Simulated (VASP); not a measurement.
# C (P6_3/mmc) in VASP: a series of runs

C is run at these levels: PBE; tasks: single point.

All numbers are computed with VASP 6.6.1; they aren't measurements. Logs are shortened: lines on timing, memory, paths and dates and some standing lists are left out, and cuts for length are marked.

## Step 1: The cell of the first run

Symmetry: P6_3/mmc, No. 194, hexagonal system. Conventional cell: a = 2.374 Å, b = 2.374 Å, c = 2.169 Å, α = 90.00°, β = 90.00°, γ = 120.00°. C (site symmetry -6m2) has 8 C at 1.75 to 2.17 Å within 2.3 Å.

## Step 2: Single point, PBE

Input file INCAR:

```
SYSTEM = C
PREC = Accurate
ENCUT = 520
EDIFF = 1E-6
ISMEAR = -1
SIGMA = 0.08
LREAL = .FALSE.
LASPH = .TRUE.
NELM = 80
ALGO = Normal
ISIF = 2
LWAVE = .FALSE.
LCHARG = .FALSE.
GGA = PE
NBANDS = 11
```

Input file KPOINTS:

```
Automatic mesh
0
G
  22 22 12
  0 0 0
```

Input file POSCAR:

```
C
1.0
    2.3744527631      0.0000000000      0.0000000000
   -1.1872263816      2.0563364129      0.0000000000
    0.0000000000      0.0000000000      2.1690792070
C
2
Direct
    0.3333333333      0.6666666667      0.2500000000
    0.6666666667      0.3333333333      0.7500000000
```

Potentials or basis: VASP PAW PBE potentials, release 64 (C).

Command:

```
$ cat potpaw_PBE.64/C/POTCAR > POTCAR
$ mpirun -np 1 vasp_std > vasp.out
```

OUTCAR:

```text
SYSTEM = C
   PREC = Accurate
   ENCUT = 520
   EDIFF = 1E-6
   ISMEAR = -1
   LREAL = .FALSE.
   LASPH = .TRUE.
   NELM = 80
   ISIF = 2
   GGA = PE

 ion  position               nearest neighbor table
   1  0.333  0.667  0.250-   2 1.75   2 1.75   2 1.75   2 1.75   2 1.75   2 1.75
   2  0.667  0.333  0.750-   1 1.75   1 1.75   1 1.75   1 1.75   1 1.75   1 1.75

  LATTYP: Found a hexagonal cell.
 ALAT       =     2.3744527631
 C/A-ratio  =     0.9135069944

  Lattice vectors:

 A1 = (   2.3744527631,   0.0000000000,   0.0000000000)
 A2 = (  -1.1872263816,   2.0563364129,   0.0000000000)
 A3 = (   0.0000000000,   0.0000000000,   2.1690792070)

Analysis of symmetry for initial positions (statically):
=====================================================================
 Subroutine PRICEL returns:
 Original cell was already a primitive cell.

 Routine SETGRP: Setting up the symmetry group for a
 hexagonal supercell.

 Subroutine GETGRP returns: Found 24 space group operations
 (whereof 12 operations were pure point group operations)
 out of a pool of 24 trial point group operations.

The static configuration has the point symmetry D_3d.
 The point group associated with its full space group is D_6h.

Analysis of symmetry for dynamics (positions and initial velocities):
=====================================================================
 Subroutine PRICEL returns:
 Original cell was already a primitive cell.

 Routine SETGRP: Setting up the symmetry group for a
 hexagonal supercell.

 Subroutine GETGRP returns: Found 24 space group operations
 (whereof 12 operations were pure point group operations)
 out of a pool of 24 trial point group operations.

The dynamic configuration has the point symmetry D_3d.
 The point group associated with its full space group is D_6h.

 Subroutine INISYM returns: Found 24 space group operations
 (whereof 12 operations are pure point group operations),
 and found     1 'primitive' translations

----------------------------------------------------------------------------------------

                                     Primitive cell

  volume of cell :      10.5909

  direct lattice vectors                    reciprocal lattice vectors
     2.374452763  0.000000000  0.000000000     0.421149671  0.243150876  0.000000000
    -1.187226382  2.056336413  0.000000000     0.000000000  0.486301752  0.000000000
     0.000000000  0.000000000  2.169079207     0.000000000  0.000000000  0.461025119

  length of vectors
     2.374452763  2.374452763  2.169079207     0.486301752  0.486301752  0.461025119

  position of ions in fractional coordinates (direct lattice)
     0.333333333  0.666666667  0.250000000
     0.666666667  0.333333333  0.750000000

  ion indices of the primitive-cell ions
   primitive index   ion index
                 1           1
                 2           2

----------------------------------------------------------------------------------------

 KPOINTS: Automatic mesh

Automatic generation of k-mesh.
 Grid dimensions read from file:
 generate k-points for:   22   22   12

 Generating k-lattice:

  Cartesian coordinates                     Fractional coordinates (reciprocal lattice)
     0.019143167  0.011052313  0.000000000     0.045454545 -0.000000000  0.000000000
     0.000000000  0.022104625  0.000000000     0.000000000  0.045454545  0.000000000
     0.000000000  0.000000000  0.038418760     0.000000000  0.000000000  0.083333333

  Length of vectors
     0.022104625  0.022104625  0.038418760

  Shift w.r.t. Gamma in fractional coordinates (k-lattice)
     0.000000000  0.000000000  0.000000000

 Subroutine IBZKPT returns following result:
 ===========================================

 Found    364 irreducible k-points:

 Following reciprocal coordinates:
            Coordinates               Weight
  0.000000  0.000000  0.000000      1.000000
  0.045455 -0.000000  0.000000      6.000000
  0.090909 -0.000000  0.000000      6.000000
  0.136364  0.000000  0.000000      6.000000
  0.181818 -0.000000  0.000000      6.000000
  0.227273  0.000000  0.000000      6.000000
[... 16 lines left out ...]
  0.090909  0.090909  0.000000      6.000000
  0.136364  0.090909  0.000000     12.000000
 [... further k-points ...]
   k-points           NKPTS =    364   k-points in BZ     NKDIM =    364   number of bands    NBANDS=     11
   number of dos      NEDOS =    301   number of ions     NIONS =      2
   total plane-waves  NPLWV =   5184
   dimension x,y,z NGX =    18 NGY =   18 NGZ =   16
   dimension x,y,z NGXF=    36 NGYF=   36 NGZF=   32
   ions per type =               2
   NGX,Y,Z   is equivalent  to a cutoff of  12.60, 12.60, 12.26 a.u.
   NGXF,Y,Z  is equivalent  to a cutoff of  25.21, 25.21, 24.53 a.u.
 SYSTEM =  C
   PREC   = accura    normal or accurate (medium, high low for compatibility)
   ISTART =      0    job   : 0-new  1-cont  2-samecut
   ICHARG =      2    charge: 1-file 2-atom 10-const
   ISPIN  =      1    spin polarized calculation?
   LNONCOLLINEAR =      F non collinear calculations
   LSORBIT =      F    spin-orbit coupling
   LASPH  =      T    aspherical Exc in radial PAW
   ENCUT  =  520.0 eV  38.22 Ry    6.18 a.u.   4.41  4.41  4.03*2*pi/ulx,y,z
   NELM   =     80;   NELMIN=  2; NELMDL= -5     # of ELM steps
   EDIFF  = 0.1E-05   stopping-criterion for ELM
   LREAL  =      F    real-space projection
   EDIFFG = 0.1E-04   stopping-criterion for IOM
   NSW    =      0    number of steps for IOM
   IBRION =     -1    ionic relax: 0-MD 1-quasi-New 2-CG
   NFREE  =      0    steps in history (QN), initial steepest desc. (CG)
   ISIF   =      2    stress and relaxation
   ISYM   =      2    0-nonsym 1-usesym 2-fastsym
   POTIM  = 0.5000    time-step for ionic-motion
   TEBEG  =    0.0;   TEEND  =   0.0 temperature during run
   PSTRESS=    0.0 pullay stress
   NELECT =       8.0000    total number of electrons
   NUPDOWN=      -1.0000    fix difference up-down
   EMIN   =  10.00;   EMAX   =-10.00  energy-range for DOS
   EFERMI =   0.00;   METHOD = LEGACY
   ISMEAR =    -1;   SIGMA  =   0.08  broadening in eV -4-tet -1-fermi 0-gaus
   EFERMI_NEDOS =   21; number of points for ismear=-14 and -15
   IALGO  =     38    algorithm
   IMIX   =      4    mixing-type and parameters
     AMIX     =   0.40;   BMIX     =  1.00
     AMIX_MAG =   1.60;   BMIX_MAG =  1.00
  volume/ion in A,a.u.               =       5.30        35.74
  Fermi-wavevector in a.u.,A,eV,Ry     =   1.490941  2.817470 30.244459  2.222905
  Thomas-Fermi vector in A             =   2.603659
   LORBIT       =      0    0 simple, 1 ext, 2 COOP (PROOUT), +10 PAW based schemes
   GGA     = PE    functional components
   LHFCALC =     F    Hartree Fock is set to
   AEXX    =    0.0000 exact exchange contribution
   IVDW    =     0    specifies the selected vdW correction
   LEPSILON=     F    determine dielectric tensor
   LRPA    =     F    only Hartree local field effects (RPA)
 non-spin polarized calculation
  energy-cutoff  :      520.00
  volume of cell :       10.59
 maximum number of plane-waves:       302
 NGX is ok and might be reduce to    18
   NGX =  9   NGY =  9   NGZ =  9

 number of electron       8.0000001 magnetization

 Free energy of the ion-electron system (eV)
  ---------------------------------------------------
  ext. energy  EPLUGINS =         0.00000000
  ---------------------------------------------------
  free energy    TOTEN  =       -11.72148464 eV

  energy without entropy =      -11.71126570  energy(sigma->0) =      -11.71637517

 E-fermi :  11.5268     XC(G=0): -14.0771

 val. band max:       11.5216309362   @ k =   0.4545   0.0455   0.2500
 cond. band min:      11.5476514711   @ k =   0.0909  -0.0000   0.2500
 fundamental gap:      0.0260205348
 Fermi energy:        11.5267750611

 k-point     1 :       0.0000    0.0000    0.0000
  band No.  band energies     occupation
      1     -11.3552      2.00000
      2       9.2802      2.00000
      3      10.5752      1.99999
      4      10.5752      1.99999
      5      18.1195      0.00000
      6      18.1195      0.00000
      7      19.0525      0.00000
      8      25.0040      0.00000
      9      25.8150      0.00000
     10      31.6731      0.00000
     11      40.5681      0.00000

 k-point     2 :       0.0455   -0.0000    0.0000
  band No.  band energies     occupation
      1     -11.2956      2.00000
      2       9.3346      2.00000
      3      10.2269      2.00000
      4      10.4260      2.00000
      5      18.1240      0.00000
      6      18.3204      0.00000
      7      19.1269      0.00000
      8      25.2000      0.00000
      9      25.6901      0.00000
     10      31.6927      0.00000
     11      40.5693      0.00000

 k-point     3 :       0.0909   -0.0000    0.0000
  band No.  band energies     occupation
      1     -11.1170      2.00000
      2       9.2925      2.00000
      3       9.4973      2.00000
      4      10.0285      2.00000
      5      18.0530      0.00000
      6      18.8670      0.00000
      7      19.3596      0.00000
      8      25.3256      0.00000
      9      25.7721      0.00000
     10      31.7110      0.00000
     11      40.5914      0.00000

 k-point     4 :       0.1364    0.0000    0.0000
  band No.  band energies     occupation
      1     -10.8199      2.00000
      2       7.9841      2.00000
      3       9.4867      2.00000
      4       9.7660      2.00000
      5      17.8551      0.00000
      6      19.6385      0.00000
      7      19.6950      0.00000
      8      24.7448      0.00000
      9      26.6560      0.00000
     10      31.6575      0.00000
     11      40.6821      0.00000

 k-point     5 :       0.1818   -0.0000    0.0000
  band No.  band energies     occupation
      1     -10.4050      2.00000
      2       6.4748      2.00000
      3       8.8935      2.00000
      4      10.1371      2.00000
      5      17.5754      0.00000
      6      20.0622      0.00000
      7      20.5160      0.00000
      8      23.9921      0.00000
      9      27.7078      0.00000
     10      31.5472      0.00000
     11      40.9093      0.00000
[... 211 lines left out ...]
 k-point    21 :       0.4091    0.0455    0.0000
  band No.  band energies     occupation
      1      -6.1123      2.00000
      2      -1.9527      2.00000
      3       6.2881      2.00000
      4      13.4352      0.00000
      5      16.5787      0.00000
      6      18.8245      0.00000
      7      22.1489      0.00000
      8      23.9697      0.00000
      9      27.4090      0.00000
     10      37.9745      0.00000
     11      41.3482      0.00000

 k-point    22 :       0.4545    0.0455    0.0000
  band No.  band energies     occupation
      1      -5.2017      2.00000
      2      -3.0616      2.00000
      3       6.1777      2.00000
      4      13.8377      0.00000
      5      16.5134      0.00000
      6      18.3206      0.00000
      7      22.3372      0.00000
      8      24.1263      0.00000
      9      27.1473      0.00000
     10      39.4701      0.00000
     11      41.1234      0.00000

 k-point    23 :       0.0909    0.0909    0.0000
  band No.  band energies     occupation
      1     -10.6419      2.00000
      2       7.5305      2.00000
      3       8.8701      2.00000
      4       9.9260      2.00000
      5      18.4802      0.00000
      6      19.0673      0.00000
      7      20.2033      0.00000
      8      24.4170      0.00000
      9      27.1424      0.00000
     10      31.5666      0.00000
     11      40.8206      0.00000

 k-point    24 :       0.1364    0.0909    0.0000
  band No.  band energies     occupation
      1     -10.2273      2.00000
      2       6.2607      2.00000
      3       8.0936      2.00000
      4      10.2950      2.00000
      5      18.4837      0.00000
      6      19.5342      0.00000
      7      20.7390      0.00000
      8      23.6948      0.00000
      9      28.1231      0.00000
     10      31.3614      0.00000
     11      41.1775      0.00000

 [... further k-points ...]

------------------------ aborting loop because EDIFF is reached ----------------------------------------

  FORCE on cell =-STRESS in cart. coord.  units (eV):
  Direction    XX          YY          ZZ          XY          YZ          ZX
  --------------------------------------------------------------------------------------
  -------------------------------------------------------------------------------------
  Total        3.2604149      3.2604149      3.2532943     -0.0000000      0.0000000      0.0000000
  in kB      493.2309668    493.2309668    492.1537847     -0.0000000      0.0000000      0.0000000
  external PRESSURE =     492.8719061 kB  Pullay stress =       0.0000000 kB

 VOLUME and BASIS-vectors are now :
 -----------------------------------------------------------------------------
  energy-cutoff  :      520.00
  volume of cell :       10.59
      direct lattice vectors                 reciprocal lattice vectors
     2.374452763  0.000000000  0.000000000     0.421149671  0.243150876  0.000000000
    -1.187226382  2.056336413  0.000000000     0.000000000  0.486301752  0.000000000
     0.000000000  0.000000000  2.169079207     0.000000000  0.000000000  0.461025119

 POSITION                                       TOTAL-FORCE (eV/Angst)
 -----------------------------------------------------------------------------------
     -0.00000      1.37089      0.54227        -0.000000      0.000000      0.000000
      1.18723      0.68545      1.62681         0.000000     -0.000000      0.000000
 -----------------------------------------------------------------------------------
    total drift:                               -0.000000      0.000000     -0.000000

  FREE ENERGIE OF THE ION-ELECTRON SYSTEM (eV)
  ---------------------------------------------------
  free  energy   TOTEN  =       -11.7214846398 eV

  energy  without entropy=      -11.7112657034  energy(sigma->0) =      -11.71637517
```

It took 42 s on 1 thread of Intel Xeon 8259CL, shared host; peak memory 0.14 GiB.

Results:

| Quantity | Value |
| --- | --- |
| Free energy | -11.7215 eV |
| Pressure | 49.3 GPa |
| Band gap on the k mesh | zero (band 4 reaches 15.71 eV, above the bottom of band 5 at 6.46 eV) |

(Part 1 of 2 ends here.)
